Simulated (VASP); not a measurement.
# Be2SeO2 (P-6m2) in VASP: further runs, part 2 of 2

VASP 6.6.1. The steps go on from the part before.

## Step 4: Relaxation of cell and atoms, PBE

This run uses another cell than the first one, of 16.12 Å³/atom.

File INCAR:

```
PREC = Accurate ; ENCUT = 600
EDIFF = 1E-6 ; ISMEAR = 0
SIGMA = 0.1 ; LREAL = False
LASPH = True ; NELM = 80
ALGO = Normal ; ISIF = 3
LWAVE = False ; LCHARG = False
GGA = PE ; IBRION = 2
NSW = 100 ; EDIFFG = -0.01
```

File KPOINTS:

```
regular mesh
0
Gamma
  12 12 4
```

File POSCAR:

```
Be2SeO2
1.0
    2.7012289041      0.0000000000      0.0000000000
   -1.3506144521      2.3393328524      0.0000000000
    0.0000000000      0.0000000000     12.7520938610
Be Se O
2 1 2
Direct
    0.0000000000      0.0000000000      0.3264752964
    0.0000000000      0.0000000000      0.6735247036
    0.0000000000      0.0000000000      0.0000000000
    0.3333333333      0.6666666667      0.6734367788
    0.3333333333      0.6666666667      0.3265632212
```

Potentials or basis: VASP PAW PBE potentials, release 64 (Be, Se, O).

Launch:

```console
$ cat potpaw_PBE.64/Be/POTCAR potpaw_PBE.64/Se/POTCAR potpaw_PBE.64/O/POTCAR > POTCAR
$ mpirun -np 1 vasp_std > vasp.out
```

OUTCAR:

```text
PREC = Accurate
   ENCUT = 600
   EDIFF = 1E-6
   ISMEAR = 0
   LREAL = False
   LASPH = True
   NELM = 80
   ISIF = 3
   GGA = PE
   IBRION = 2
   NSW = 100
   EDIFFG = -0.01

 ion  position               nearest neighbor table
   1  0.000  0.000  0.326-   5 1.56   5 1.56   5 1.56
   2  0.000  0.000  0.674-   4 1.56   4 1.56   4 1.56
   3  0.000  0.000  0.000-
   4  0.333  0.667  0.673-   2 1.56   2 1.56   2 1.56
   5  0.333  0.667  0.327-   1 1.56   1 1.56   1 1.56

  LATTYP: Found a hexagonal cell.
 ALAT       =     2.7012289041
 C/A-ratio  =     4.7208490334

  Lattice vectors:

 A1 = (   2.7012289041,   0.0000000000,   0.0000000000)
 A2 = (  -1.3506144521,   2.3393328524,   0.0000000000)
 A3 = (   0.0000000000,   0.0000000000,  12.7520938610)

Analysis of symmetry for initial positions (statically):
=====================================================================
 Subroutine PRICEL returns:
 Original cell was already a primitive cell.

 Routine SETGRP: Setting up the symmetry group for a
 hexagonal supercell.

 Subroutine GETGRP returns: Found 12 space group operations
 (whereof 12 operations were pure point group operations)
 out of a pool of 24 trial point group operations.

The static configuration has the point symmetry D_3h.

Analysis of symmetry for dynamics (positions and initial velocities):
=====================================================================
 Subroutine PRICEL returns:
 Original cell was already a primitive cell.

 Routine SETGRP: Setting up the symmetry group for a
 hexagonal supercell.

 Subroutine GETGRP returns: Found 12 space group operations
 (whereof 12 operations were pure point group operations)
 out of a pool of 24 trial point group operations.

The dynamic configuration has the point symmetry D_3h.

 Subroutine INISYM returns: Found 12 space group operations
 (whereof 12 operations are pure point group operations),
 and found     1 'primitive' translations

----------------------------------------------------------------------------------------

                                     Primitive cell

  volume of cell :      80.5814

  direct lattice vectors                    reciprocal lattice vectors
     2.701228904  0.000000000  0.000000000     0.370201873  0.213736151  0.000000000
    -1.350614452  2.339332852  0.000000000     0.000000000  0.427472302  0.000000000
     0.000000000  0.000000000 12.752093861     0.000000000  0.000000000  0.078418494

  length of vectors
     2.701228904  2.701228904 12.752093861     0.427472302  0.427472302  0.078418494

  position of ions in fractional coordinates (direct lattice)
     0.000000000  0.000000000  0.326475296
     0.000000000  0.000000000  0.673524704
     0.000000000  0.000000000  0.000000000
     0.333333333  0.666666667  0.673436779
     0.333333333  0.666666667  0.326563221

  ion indices of the primitive-cell ions
   primitive index   ion index
                 1           1
                 2           2
                 3           3
                 4           4
                 5           5

----------------------------------------------------------------------------------------
[... 76 lines left out ...]
   ISIF   =      3    stress and relaxation
   ISYM   =      2    0-nonsym 1-usesym 2-fastsym
   POTIM  = 0.5000    time-step for ionic-motion
   TEBEG  =    0.0;   TEEND  =   0.0 temperature during run
   PSTRESS=    0.0 pullay stress
   NELECT =      22.0000    total number of electrons
   NUPDOWN=      -1.0000    fix difference up-down
   EMIN   =  10.00;   EMAX   =-10.00  energy-range for DOS
   EFERMI =   0.00;   METHOD = LEGACY
   ISMEAR =     0;   SIGMA  =   0.10  broadening in eV -4-tet -1-fermi 0-gaus
   EFERMI_NEDOS =   21; number of points for ismear=-14 and -15
   IALGO  =     38    algorithm
   IMIX   =      4    mixing-type and parameters
     AMIX     =   0.40;   BMIX     =  1.00
     AMIX_MAG =   1.60;   BMIX_MAG =  1.00
  volume/ion in A,a.u.               =      16.12       108.76
  Fermi-wavevector in a.u.,A,eV,Ry     =   1.062032  2.006949 15.346161  1.127911
  Thomas-Fermi vector in A             =   2.197468
   LORBIT       =      0    0 simple, 1 ext, 2 COOP (PROOUT), +10 PAW based schemes
   GGA     = PE    functional components
   LHFCALC =     F    Hartree Fock is set to
   AEXX    =    0.0000 exact exchange contribution
   IVDW    =     0    specifies the selected vdW correction
   LEPSILON=     F    determine dielectric tensor
   LRPA    =     F    only Hartree local field effects (RPA)
 conjugate gradient relaxation of ions
 non-spin polarized calculation
 Gauss-broadening in eV      SIGMA  =   0.10
  energy-cutoff  :      600.00
  volume of cell :       80.58
 maximum number of plane-waves:      2739
 NGX is ok and might be reduce to    24
   NGX = 11   NGY = 11   NGZ = 51

--------------------------------------- Ionic step        1  -------------------------------------------

 number of electron      21.9999989 magnetization

 Free energy of the ion-electron system (eV)
  ---------------------------------------------------
  ext. energy  EPLUGINS =         0.00000000
  ---------------------------------------------------
  free energy    TOTEN  =       -30.88144740 eV

  energy without entropy =      -30.87899845  energy(sigma->0) =      -30.88022293

------------------------ aborting loop because EDIFF is reached ----------------------------------------

  FORCE on cell =-STRESS in cart. coord.  units (eV):
  Direction    XX          YY          ZZ          XY          YZ          ZX
  --------------------------------------------------------------------------------------
  -------------------------------------------------------------------------------------
  Total       -0.0110196     -0.0110196     -0.0641264      0.0000000      0.0000000      0.0000000
  in kB       -0.2190997     -0.2190997     -1.2750062      0.0000000      0.0000000      0.0000000
  external PRESSURE =      -0.5710685 kB  Pullay stress =       0.0000000 kB
[... 98 lines left out ...]
  FREE ENERGIE OF THE ION-ELECTRON SYSTEM (eV)
  ---------------------------------------------------
  free  energy   TOTEN  =       -30.8815873947 eV

  energy  without entropy=      -30.8791371970  energy(sigma->0) =      -30.88036230

[... ionic steps 4 to 10 ...]

--------------------------------------- Ionic step       11  -------------------------------------------

 number of electron      21.9999995 magnetization

------------------------ aborting loop because EDIFF is reached ----------------------------------------
[... 73 lines left out ...]
--------------------------------------- Ionic step       13  -------------------------------------------

 number of electron      21.9999998 magnetization

 Free energy of the ion-electron system (eV)
  ---------------------------------------------------
  ext. energy  EPLUGINS =         0.00000000
  ---------------------------------------------------
  free energy    TOTEN  =       -30.88335172 eV

  energy without entropy =      -30.88078074  energy(sigma->0) =      -30.88206623

 E-fermi :   0.7498     XC(G=0):  -8.1788

 val. band max:        0.6159880328   @ k =   0.2500   0.1667   0.5000
 cond. band min:       0.8029750712   @ k =   0.4167   0.1667   0.5000
 fundamental gap:      0.1869870384
 Fermi energy:         0.7497840575

 k-point     1 :       0.0000    0.0000    0.0000
  band No.  band energies     occupation
      1     -17.3429      2.00000
      2     -17.3323      2.00000
      3     -15.3954      2.00000
      4      -3.7096      2.00000
      5      -3.0826      2.00000
      6      -2.5736      2.00000
      7      -0.9090      2.00000
      8      -0.9090      2.00000
      9      -0.9074      2.00000
     10      -0.9074      2.00000
     11       4.3670      0.00000
     12       6.4817      0.00000
     13       6.6617      0.00000
     14       6.6617      0.00000
[... 401 lines left out ...]
      2     -16.6819      2.00000
      3     -12.7009      2.00000
      4      -3.8941      2.00000
      5      -3.8686      2.00000
      6      -2.8994      2.00000
      7      -2.0226      2.00000
      8      -2.0194      2.00000
      9      -1.5795      2.00000
     10      -1.3717      2.00000
     11      -0.8696      2.00000
     12       3.6908      0.00000
     13       7.4940      0.00000
     14       7.5555      0.00000
     15       8.5603      0.00000

 [... further k-points ...]

------------------------ aborting loop because EDIFF is reached ----------------------------------------

  FORCE on cell =-STRESS in cart. coord.  units (eV):
  Direction    XX          YY          ZZ          XY          YZ          ZX
  --------------------------------------------------------------------------------------
  -------------------------------------------------------------------------------------
  Total       -0.0303797     -0.0303797     -0.0172668      0.0000000     -0.0000000      0.0000000
  in kB       -0.6315829     -0.6315829     -0.3589709      0.0000000     -0.0000000      0.0000000
  external PRESSURE =      -0.5407123 kB  Pullay stress =       0.0000000 kB
[... 20 lines left out ...]
  FREE ENERGIE OF THE ION-ELECTRON SYSTEM (eV)
  ---------------------------------------------------
  free  energy   TOTEN  =       -30.8833517216 eV

  energy  without entropy=      -30.8807807360  energy(sigma->0) =      -30.88206623

 reached required accuracy - stopping structural energy minimisation
```

CONTCAR:

```text
Be2SeO2
   1.00000000000000
     2.7013799062025070   -0.0000000000000019   -0.0000000000000000
    -1.3506899531512586    2.3394636240568008    0.0000000000000000
    -0.0000000000000000   -0.0000000000000000   12.1944176624885294
  Be              Se              O
     2     1     2
Direct
     0.0000000000000000    0.0000000000000000    0.3264915063556839
     0.0000000000000000    0.0000000000000000    0.6735084936443160
     0.0000000000000000    0.0000000000000000    0.0000000000000000
     0.3333333332999970    0.6666666667000030    0.6733891462851727
     0.3333333332999970    0.6666666667000030    0.3266108537148273

  0.00000000E+00  0.00000000E+00  0.00000000E+00
  0.00000000E+00  0.00000000E+00  0.00000000E+00
  0.00000000E+00  0.00000000E+00  0.00000000E+00
  0.00000000E+00  0.00000000E+00  0.00000000E+00
  0.00000000E+00  0.00000000E+00  0.00000000E+00
```

Wall time 11 min (1 thread of AMD EPYC 7R43 (Zen 3), shared host); peak memory 0.27 GiB.

Results:

- Free energy: -30.8834 eV
- Relaxed volume: 15.41 Å³/atom
- Relaxed cell: a = 2.701 Å, b = 2.701 Å, c = 12.194 Å, α = 90.00°, β = 90.00°, γ = 120.00°
- Space group after relaxing (to 0.1 Å): P-6m2 (No. 187)
- Energy gained by relaxing: 0.4 meV/atom
- Ionic steps: 13
- Pressure after relaxing: -0.1 GPa
- Largest force after relaxing: 0.005 eV/Å
- Band gap on the k mesh: zero (bands 11 and 12 overlap by 4.89 eV)

Forces on the atoms (eV/Å):
```
Be   0.000  0.000 -0.003
Be   0.000  0.000  0.003
Se   0.000  0.000  0.000
O    0.000  0.000 -0.005
O    0.000  0.000  0.005
```

The path:
| step | energy change (eV) | largest force (eV/Å) | pressure (GPa) | volume (Å³) |
| --- | --- | --- | --- | --- |
| 1 | 0.0000 | 0.0002 | -0.06 | 80.58 |
| 2 | 0.0000 | 0.0002 | -0.03 | 80.51 |
| 3 | -0.0001 | 0.0010 | 0.05 | 80.31 |
| 4 | -0.0002 | 0.0023 | 0.22 | 79.91 |
| 5 | -0.0002 | 0.0020 | 0.21 | 79.91 |
| 6 | -0.0002 | 0.0019 | 0.22 | 79.88 |
| 7 | -0.0003 | 0.0019 | 0.22 | 79.84 |
| 8 | -0.0003 | 0.0021 | 0.23 | 79.74 |
| 9 | -0.0005 | 0.0027 | 0.24 | 79.56 |
| 10 | -0.0007 | 0.0034 | 0.23 | 79.20 |
| 11 | -0.0011 | 0.0052 | 0.25 | 78.46 |
| 12 | -0.0016 | 0.0073 | 0.32 | 77.00 |
| 13 | -0.0019 | 0.0048 | -0.05 | 77.07 |

Final structure:
```yaml
crystal:
  lattice:
    - [2.70138, 0.00000, 0.00000]
    - [-1.35069, 2.33946, 0.00000]
    - [0.00000, 0.00000, 12.19442]
  atoms:
    - { symbol: Be, position: [0.00000, 0.00000, 0.32649] }
    - { symbol: Be, position: [0.00000, 0.00000, 0.67351] }
    - { symbol: Se, position: [0.00000, 0.00000, 0.00000] }
    - { symbol: O, position: [0.33333, 0.66667, 0.67339] }
    - { symbol: O, position: [0.33333, 0.66667, 0.32661] }
```

## Step 5: Summary

| task | cell | k mesh | cutoff (eV) | smearing | gap on the mesh (eV) | pressure (GPa) | relaxed volume (Å³/atom) |
| --- | --- | --- | --- | --- | --- | --- | --- |
| relaxation of cell and atoms | relaxed from a = 3.560, b = 3.560, c = 5.722 Å, angles 90.0, 90.0, 120.0°, 5 atoms, atomic positions A | 5 × 5 × 3 | 600 | gaussian 0.2 eV | none | 0.5 | 10.71 |
| single point | a = 2.701, b = 2.701, c = 12.752 Å, angles 90.0, 90.0, 120.0°, 5 atoms, atomic positions B | 12 × 12 × 4 | 520 | gaussian 0.1 eV | none | 0.1 | - |
| relaxation of cell and atoms | relaxed from a = 2.701, b = 2.701, c = 12.752 Å, angles 90.0, 90.0, 120.0°, 5 atoms, atomic positions B | 12 × 12 × 4 | 600 | gaussian 0.1 eV | none | -0.1 | 15.41 |

Alike in all rows: level PBE; potentials or basis VASP PAW PBE potentials, release 64 (Be, Se, O); no spin polarisation.

Caveats: some runs use coarse meshes; the standard files for N, O and F lose accuracy on very short bonds (at least some runs); a cell axis changed by over 15 % at a fixed basis, so the end point is rough (at least some runs); the relaxation stopped at a loose force limit of 0.08 eV/Å, so its end isn't a converged minimum (at least some runs).

Absolute energies hang on the potentials; compare differences alone.
